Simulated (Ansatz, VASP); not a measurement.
Si: VASP beside Ansatz

```
CELL_PARAMETERS angstrom
0.00000 -2.73476 -2.73476
0.00000 2.73476 -2.73476
5.46952 0.00000 0.00000
ATOMIC_POSITIONS crystal
Si 0.51041 0.48849 0.00000
Si 0.98959 0.01151 0.50000
Si 0.98959 0.48849 0.25000
Si 0.51041 0.01151 0.75000
```

Change from the starting cell: mode 4 frozen in at +0.000 Å and mode 9 at -0.060 Å (largest displacements).

Alike in both runs: task single point; functional PBE; k mesh 8 × 8 × 6; occupations gaussian, width 0.05 eV; no spin polarisation.

|  | VASP | Ansatz |
| --- | --- | --- |
| version | VASP 6.6.1 | Ansatz 0.2.0 |
| potentials or method | VASP PAW PBE potentials, release 64 (Si), cutoff 520 eV | scalar-relativistic, plane waves, PAW |
| valence electrons in the cell | 16 | 16 |

```tsv
	VASP	Ansatz	Ansatz less VASP
gap on the k mesh at the Fermi level (eV)	0.54	0.54	-0.002
least direct gap on the mesh (eV)	0.66	0.65	-0.001
pressure (GPa)	0.7	0.7	+0.06
traceless stress, the component that is largest in VASP (GPa)	0.31	0.31	+0.001
rms of the force components (eV/Å)	0.716	0.717	+0.0018
```

Atom by atom the forces differ by 0.002 eV/Å (rms over components).
